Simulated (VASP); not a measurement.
Crystal: KI.

```
CELL_PARAMETERS angstrom
0.00000 3.96589 3.96589
3.96589 0.00000 3.96589
3.96589 3.96589 0.00000
ATOMIC_POSITIONS crystal
K 0.00000 0.00000 0.00000
I 0.25000 0.25000 0.25000
```

Base run:

* Program: VASP 6.6.1
* Functional: PBEsol
* Potentials or basis: VASP PAW PBE potentials, release 64 (K_sv, I)
* Cutoff: 520 eV
* k mesh: 4 × 4 × 4
* Occupations: gaussian, width 0.01 eV
* Spin: no spin polarisation

Its results: band gap on the k mesh 3.93 eV; pressure -0.2 GPa.

**Question.** The run is repeated on the same cell with these changes: functional from PBEsol to HSE06. What comes out?

**Answer.** Band gap on the k mesh 4.88 eV; pressure 0.1 GPa.

Caveats: the PAW data sets were made with another functional, which shifts forces and pressure a little; spin-orbit coupling is left out, which moves the levels of the heavy elements.

